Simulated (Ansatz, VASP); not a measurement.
**One calculation of Be3B2Cl3, two programs**

```
Be B Cl
1.0
     5.77593    0.00000    0.00000
    -2.88797    5.00211    0.00000
     0.00000    0.00000    4.70906
Be B Cl
3 2 3
Direct
  0.50000 0.00000 0.50000
  0.00000 0.50000 0.50000
  0.50000 0.50000 0.50000
  0.33333 0.66667 0.00000
  0.66667 0.33333 0.00000
  0.50000 0.00000 0.00000
  0.00000 0.50000 0.00000
  0.50000 0.50000 0.00000
```

Alike in both runs: task relaxation of cell and atoms; functional PBE; k mesh 3 × 3 × 4; occupations gaussian, width 0.1 eV; no spin polarisation.

|  | VASP | Ansatz |
| --- | --- | --- |
| version | VASP 6.6.1 | Ansatz 0.2.0 |
| potentials or method | VASP PAW PBE potentials, release 64 (Be, B, Cl), cutoff 600 eV | scalar-relativistic, plane waves, PAW |
| valence electrons in the cell | 33 | 33 |

VASP gave:

```
gap on the k mesh at the Fermi level, each at its own relaxed structure (eV) : none
relaxed volume (Å³/atom)                                                     : 23.14
relaxed cell length with the largest relative difference (Å)                 : 4.687
```

Q: Estimate Ansatz's values.

A: gap on the k mesh at the Fermi level, each at its own relaxed structure (eV): none; relaxed volume (Å³/atom): 22.94; relaxed cell length with the largest relative difference (Å): 4.669.

A gap of «none» marks a metal or a gap that the smearing closes.

The k mesh is coarse, so the values compare programs but aren't converged. Noted on VASP's run: the volume moved by over 15 % at a fixed basis, so the end points are rough.
